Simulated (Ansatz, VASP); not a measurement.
**Rh: VASP beside Ansatz**

```
Rh
1.0
     2.89635    0.00000    0.00000
    -1.44818    2.50832    0.00000
     0.00000    0.00000    3.73064
Rh
2
Direct
  0.66667 0.33333 0.75000
  0.33333 0.66667 0.25000
```

Alike in both runs: task single point; functional PBEsol; k mesh 30 × 30 × 16; occupations gaussian, width 0.15 eV; no spin polarisation.

|  | VASP | Ansatz |
| --- | --- | --- |
| version | VASP 6.6.1 | Ansatz 0.2.0 |
| potentials or method | VASP PAW PBE potentials, release 64 (Rh_pv), cutoff 520 eV | scalar-relativistic, plane waves, PAW |
| valence electrons in the cell | 30 | 34 |

|  | VASP | Ansatz | Ansatz less VASP |
| --- | --- | --- | --- |
| gap on the k mesh at the Fermi level (eV) | none | none | - |
| pressure (GPa) | 14.6 | 14.7 | +0.08 |
| traceless stress, the component that is largest in VASP (GPa) | 31.30 | 31.30 | +0.001 |

VASP's potentials were made for PBE, not for PBEsol. A gap of «none» marks a metal or a gap that the smearing closes. With one functional, cell and mesh, what is left measures potentials, basis and numerics. VASP's potentials hold 30 valence electrons a cell and Ansatz's 34, so a difference there can come from the potentials and not from the codes.
